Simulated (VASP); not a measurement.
# CsCl (Pm-3m) in VASP: single point with PBEsol

Aim: the single point of CsCl with PBEsol.

Everything below comes from runs of VASP 6.6.1. Logs are shortened: lines on timing, memory, paths and dates and some standing lists are left out, and cuts for length are marked.

### 1 The cell of the first run

Symmetry: Pm-3m, No. 221, cubic system. Conventional cell: a = 4.422 Å, b = 4.422 Å, c = 4.422 Å, α = 90.00°, β = 90.00°, γ = 90.00°. Within 5.0 Å of Cs (site symmetry m-3m) lie 8 Cl at 3.83 Å and 6 Cs at 4.42 Å. Cl (site symmetry m-3m) has 8 Cs at 3.83 Å and 6 Cl at 4.42 Å within 5.0 Å.

### 2 Single point, PBEsol

The input, INCAR:

```
SYSTEM = CsCl
PREC = Accurate ; ENCUT = 500
EDIFF = 1E-6 ; ISMEAR = 0
SIGMA = 0.05 ; LREAL = .FALSE.
LASPH = .TRUE. ; NELM = 120
ALGO = Normal ; ISIF = 2
LWAVE = .FALSE. ; LCHARG = .TRUE.
GGA = PS ; LELF = .TRUE.
LVHAR = .TRUE. ; NBANDS = 15
GGA_COMPAT = .FALSE.
```

The input, KPOINTS:

```
Automatic mesh
0
G
  6 6 6
  0 0 0
```

The input, POSCAR:

```
CsCl
1.0
   -1.4741076284      2.9482152568      2.9482152568
    2.9482152568     -1.4741076284      2.9482152568
    2.9482152568      2.9482152568     -1.4741076284
Cs Cl
1 1
Direct
    0.0000000000      0.0000000000      0.0000000000
    0.5000000000      0.5000000000      0.5000000000
```

Potentials or basis: VASP PAW PBE potentials, release 64 (Cs_sv, Cl).

Launch:

```bash
cat potpaw_PBE.64/Cs_sv/POTCAR potpaw_PBE.64/Cl/POTCAR > POTCAR
mpirun -np 1 vasp_std > vasp.out
```

OUTCAR:

```text
SYSTEM = CsCl
   PREC = Accurate
   ENCUT = 500
   EDIFF = 1E-6
   ISMEAR = 0
   LREAL = .FALSE.
   LASPH = .TRUE.
   NELM = 120
   ISIF = 2
   GGA = PS

 ion  position               nearest neighbor table
   1  0.000  0.000  0.000-
   2  0.500  0.500  0.500-

  LATTYP: Found a simple cubic cell.
 ALAT       =     4.4223228852

  Lattice vectors:

 A1 = (  -1.4741076284,   2.9482152568,   2.9482152568)
 A2 = (   2.9482152568,  -1.4741076284,   2.9482152568)
 A3 = (   2.9482152568,   2.9482152568,  -1.4741076284)

Analysis of symmetry for initial positions (statically):
=====================================================================
 Subroutine PRICEL returns:
 Original cell was already a primitive cell.

 Routine SETGRP: Setting up the symmetry group for a
 simple cubic supercell.

 Subroutine GETGRP returns: Found 48 space group operations
 (whereof 48 operations were pure point group operations)
 out of a pool of 48 trial point group operations.

The static configuration has the point symmetry O_h .

Analysis of symmetry for dynamics (positions and initial velocities):
=====================================================================
 Subroutine PRICEL returns:
 Original cell was already a primitive cell.

 Routine SETGRP: Setting up the symmetry group for a
 simple cubic supercell.

 Subroutine GETGRP returns: Found 48 space group operations
 (whereof 48 operations were pure point group operations)
 out of a pool of 48 trial point group operations.

The dynamic configuration has the point symmetry O_h .

 Subroutine INISYM returns: Found 48 space group operations
 (whereof 48 operations are pure point group operations),
 and found     1 'primitive' translations

----------------------------------------------------------------------------------------

                                     Primitive cell

  volume of cell :      86.4871

  direct lattice vectors                    reciprocal lattice vectors
    -1.474107628  2.948215257  2.948215257    -0.075375169  0.150750337  0.150750337
     2.948215257 -1.474107628  2.948215257     0.150750337 -0.075375169  0.150750337
     2.948215257  2.948215257 -1.474107628     0.150750337  0.150750337 -0.075375169

  length of vectors
     4.422322885  4.422322885  4.422322885     0.226125506  0.226125506  0.226125506

  position of ions in fractional coordinates (direct lattice)
     0.000000000  0.000000000  0.000000000
     0.500000000  0.500000000  0.500000000

  ion indices of the primitive-cell ions
[... 79 lines left out ...]
   TEBEG  =    0.0;   TEEND  =   0.0 temperature during run
   PSTRESS=    0.0 pullay stress
   NELECT =      16.0000    total number of electrons
   NUPDOWN=      -1.0000    fix difference up-down
   EMIN   =  10.00;   EMAX   =-10.00  energy-range for DOS
   EFERMI =   0.00;   METHOD = LEGACY
   ISMEAR =     0;   SIGMA  =   0.05  broadening in eV -4-tet -1-fermi 0-gaus
   EFERMI_NEDOS =   21; number of points for ismear=-14 and -15
   IALGO  =     38    algorithm
   IMIX   =      4    mixing-type and parameters
     AMIX     =   0.40;   BMIX     =  1.00
     AMIX_MAG =   1.60;   BMIX_MAG =  1.00
  volume/ion in A,a.u.               =      43.24       291.82
  Fermi-wavevector in a.u.,A,eV,Ry     =   0.932820  1.762774 11.839145  0.870153
  Thomas-Fermi vector in A             =   2.059457
   LORBIT       =      0    0 simple, 1 ext, 2 COOP (PROOUT), +10 PAW based schemes
   GGA     = PS    functional components
   LHFCALC =     F    Hartree Fock is set to
   AEXX    =    0.0000 exact exchange contribution
   IVDW    =     0    specifies the selected vdW correction
   LEPSILON=     F    determine dielectric tensor
   LRPA    =     F    only Hartree local field effects (RPA)
 non-spin polarized calculation
 Gauss-broadening in eV      SIGMA  =   0.05
  energy-cutoff  :      500.00
  volume of cell :       86.49
 maximum number of plane-waves:      2272
   NGX = 17   NGY = 17   NGZ = 17

 number of electron      15.9999997 magnetization

 Free energy of the ion-electron system (eV)
  ---------------------------------------------------
  ext. energy  EPLUGINS =         0.00000000
  ---------------------------------------------------
  free energy    TOTEN  =        -6.66559194 eV

  energy without entropy =       -6.66559194  energy(sigma->0) =       -6.66559194

 E-fermi :  -1.0336     XC(G=0):  -7.5148

 val. band max:       -1.3146855652   @ k =   0.5000   0.5000   0.0000
 cond. band min:       2.9324884516   @ k =   0.0000   0.0000   0.0000
 fundamental gap:      4.2471740169
 Fermi energy:        -1.0336310037

 k-point     1 :       0.0000    0.0000    0.0000
  band No.  band energies     occupation
      1     -21.0844      2.00000
      2     -13.2510      2.00000
      3      -7.6646      2.00000
      4      -7.6646      2.00000
      5      -7.6646      2.00000
      6      -1.3320      2.00000
      7      -1.3320      2.00000
      8      -1.3320      2.00000
      9       2.9325      0.00000
     10       4.0462      0.00000
     11       4.0462      0.00000
     12       7.8741      0.00000
     13       7.8741      0.00000
     14       7.8741      0.00000
[... 329 lines left out ...]
      2     -13.1480      2.00000
      3      -7.9866      2.00000
      4      -7.9866      2.00000
      5      -7.9866      2.00000
      6      -2.0319      2.00000
      7      -2.0319      2.00000
      8      -2.0319      2.00000
      9       6.2232      0.00000
     10       6.2232      0.00000
     11       6.2232      0.00000
     12       7.8976      0.00000
     13       7.8976      0.00000
     14       7.8976      0.00000
     15       9.6579      0.00000

------------------------ aborting loop because EDIFF is reached ----------------------------------------

  FORCE on cell =-STRESS in cart. coord.  units (eV):
  Direction    XX          YY          ZZ          XY          YZ          ZX
  --------------------------------------------------------------------------------------
  -------------------------------------------------------------------------------------
  Total       -1.2908823     -1.2908823     -1.2908823      0.0000000     -0.0000000     -0.0000000
  in kB      -23.9136505    -23.9136505    -23.9136505      0.0000000     -0.0000000     -0.0000000
  external PRESSURE =     -23.9136505 kB  Pullay stress =       0.0000000 kB

 VOLUME and BASIS-vectors are now :
 -----------------------------------------------------------------------------
  energy-cutoff  :      500.00
  volume of cell :       86.49
      direct lattice vectors                 reciprocal lattice vectors
    -1.474107628  2.948215257  2.948215257    -0.075375169  0.150750337  0.150750337
     2.948215257 -1.474107628  2.948215257     0.150750337 -0.075375169  0.150750337
     2.948215257  2.948215257 -1.474107628     0.150750337  0.150750337 -0.075375169

 POSITION                                       TOTAL-FORCE (eV/Angst)
 -----------------------------------------------------------------------------------
      0.00000      0.00000      0.00000        -0.000000      0.000000     -0.000000
      2.21116      2.21116      2.21116         0.000000     -0.000000      0.000000
 -----------------------------------------------------------------------------------
    total drift:                               -0.000000     -0.000000      0.000000

  FREE ENERGIE OF THE ION-ELECTRON SYSTEM (eV)
  ---------------------------------------------------
  free  energy   TOTEN  =        -6.6655919368 eV

  energy  without entropy=       -6.6655919368  energy(sigma->0) =       -6.66559194
```

OSZICAR:

```text
N       E                     dE             d eps       ncg     rms          rms(c)
DAV:   1     0.908006367617E+02    0.90801E+02   -0.63150E+03   600   0.863E+02
DAV:   2     0.838290418713E+00   -0.89962E+02   -0.81288E+02   861   0.154E+02
DAV:   3    -0.702965969143E+01   -0.78680E+01   -0.78362E+01   789   0.496E+01
DAV:   4    -0.711057264333E+01   -0.80913E-01   -0.80903E-01   712   0.627E+00
DAV:   5    -0.711150635957E+01   -0.93372E-03   -0.93370E-03   824   0.686E-01    0.214E+00
DAV:   6    -0.672050746793E+01    0.39100E+00   -0.45869E-01   768   0.331E+00    0.145E+00
DAV:   7    -0.666716291818E+01    0.53345E-01   -0.11664E-01   761   0.170E+00    0.964E-01
DAV:   8    -0.666518657949E+01    0.19763E-02   -0.20293E-02   733   0.896E-01    0.253E-01
DAV:   9    -0.666553152735E+01   -0.34495E-03   -0.45941E-03   775   0.331E-01    0.102E-01
DAV:  10    -0.666558016448E+01   -0.48637E-04   -0.67927E-04   698   0.157E-01    0.145E-02
DAV:  11    -0.666559000190E+01   -0.98374E-05   -0.38169E-05   698   0.349E-02    0.131E-02
DAV:  12    -0.666559201822E+01   -0.20163E-05   -0.95140E-06   691   0.165E-02    0.496E-03
DAV:  13    -0.666559193684E+01    0.81377E-07   -0.16383E-07   503   0.239E-03
   1 F= -.66655919E+01 E0= -.66655919E+01  d E =-.758338E-17
```

stdout:

```text
POSCAR found type information on POSCAR CsCl
 POSCAR found :  2 types and       2 ions
 scaLAPACK will be used
 -----------------------------------------------------------------------------
|                                                                             |
|                                                                             |
|     You enforced a specific xc type in the INCAR file but a different       |
|     I HOPE YOU KNOW WHAT YOU ARE DOING!                                     |
|                                                                             |
 -----------------------------------------------------------------------------

 LDA part: xc-table for (Slater+PW92), standard interpolation
 POSCAR, INCAR and KPOINTS ok, starting setup
 FFT: planning ... GRIDC
 FFT: planning ... GRID_SOFT
 FFT: planning ... GRID
 WAVECAR not read
 entering main loop
```

Run time: 32 s. Hardware: 1 thread of AMD EPYC 7R13, shared host; peak memory 0.15 GiB.

Results:

| Property | Result |
| --- | --- |
| Free energy | -6.6656 eV |
| Pressure | -2.4 GPa |
| Band gap on the k mesh | 4.25 eV, indirect (least direct gap 4.26 eV) |

Caveat: the PAW data sets were made with another functional, which shifts forces and pressure a little; spin-orbit coupling is left out, which moves the levels of the heavy elements. A k mesh can miss the band edges.
